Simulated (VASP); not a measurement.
## Bi: single point with RPBE

Bi:

```
CELL_PARAMETERS angstrom
3.40740 0.00000 0.00000
-1.70370 2.95089 0.00000
0.00000 0.00000 11.41398
ATOMIC_POSITIONS crystal
Bi 0.00000 0.00000 0.00000
Bi 0.00000 0.00000 0.50000
Bi 0.33333 0.66667 0.25000
Bi 0.66667 0.33333 0.75000
```

This isn't the form of Bi at room conditions, which is rhombohedral.

```yaml
Program: VASP 6.6.1
Task: single point
Functional: RPBE
Potentials_or_basis: VASP PAW PBE potentials, release 64 (Bi_d)
Cutoff: 520 eV
k_mesh: 12 × 12 × 3
Occupations: fermi-dirac, width 0.1 eV
Spin: no spin polarisation
```

| Item | Value |
| --- | --- |
| Pressure | 8.0 GPa |
| Band gap on the k mesh | zero (bands 30 and 31 overlap by 6.94 eV) |

Stress tensor (GPa, compression positive):
```
8.09 0.00 0.00
0.00 8.09 0.00
0.00 0.00 7.71
```

Levels at points of the mesh, in eV from the Fermi level:
```tsv
k point	band 27	band 28	band 29	band 30	band 31	band 32	band 33	band 34
(0.00, 0.00, 0.00)	-1.34	4.02	4.02	4.77	4.77	4.78	4.78	5.18
(0.50, 0.00, 0.00)	-4.23	-3.77	-1.67	-0.86	0.56	1.60	1.80	1.82
```

Run time: 92 s on 1 thread of Intel(R) Xeon(R) 6975P-C (Granite Rapids), on a shared host, peak memory 0.3 GiB.

Caveat: the cell stands under pressure; the PAW data sets were made with another functional, which shifts forces and pressure a little; spin-orbit coupling is left out, which moves the levels of the heavy elements.
